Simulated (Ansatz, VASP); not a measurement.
W in VASP and in Ansatz

File INCAR:

```
SYSTEM = W
PREC = Accurate
ENCUT = 520
EDIFF = 1E-6
ISMEAR = 0
SIGMA = 0.15
LREAL = .FALSE.
LASPH = .TRUE.
NELM = 60
ALGO = Fast
ISIF = 2
LWAVE = .FALSE.
LCHARG = .FALSE.
GGA = PS
NBANDS = 21
```

KPOINTS

```
Automatic mesh
0
G
  22 22 16
  0 0 0
```

The input POSCAR:

```
W
1.0
    0.0000000000     -1.9989957669     -1.9989957669
    0.0000000000      1.9989957669     -1.9989957669
    3.9979915338      0.0000000000      0.0000000000
W
2
Direct
    0.4812405806      0.4812405806      0.5000000000
    0.0187594194      0.0187594194      0.0000000000
```

Input for Ansatz:

```yaml
crystal:
  lattice:
    - [0.0, -1.9989957669, -1.9989957669]
    - [0.0, 1.9989957669, -1.9989957669]
    - [3.9979915338, 0.0, 0.0]
  atoms:
    - { symbol: W, position: [0.4812405806, 0.4812405806, 0.5] }
    - { symbol: W, position: [0.0187594194, 0.0187594194, 0.0] }
basis:
  ecutwfc: 420
kpoints:
  mp_grid: { grid: [22, 22, 16] }
hamiltonian:
  xc: pbesol
scf:
  occupations: { method: gaussian, width: 0.15 }
output:
  forces: true
  stress: true
  eigenvalues: true
```

Change from the starting cell: mode 4 (104.6 1/cm) frozen in, largest displacement +0.075 Å.

Alike in both runs: task single point; functional PBEsol; k mesh 22 × 22 × 16; occupations gaussian, width 0.15 eV; no spin polarisation.

|  | VASP | Ansatz |
| --- | --- | --- |
| version | VASP 6.6.1 | Ansatz 0.2.0 |
| potentials or method | VASP PAW PBE potentials, release 64 (W_sv), cutoff 520 eV | scalar-relativistic, plane waves, PAW |
| valence electrons in the cell | 28 | 28 |

VASP gave:

* gap on the k mesh at the Fermi level (eV): none
* pressure (GPa): 1.9
* traceless stress, the component that is largest in VASP (GPa): -2.33
* rms of the force components (eV/Å): 0.320

**Question.** Which values does Ansatz return?

**Answer.** gap on the k mesh at the Fermi level (eV): none; pressure (GPa): 1.2; traceless stress, the component that is largest in VASP (GPa): -2.30; rms of the force components (eV/Å): 0.316.

VASP's potentials were made for PBE, not for PBEsol. Atom by atom the forces differ by 0.004 eV/Å (rms over components). A gap of «none» marks a metal or a gap that the smearing closes.

Neither program's run includes spin-orbit coupling.
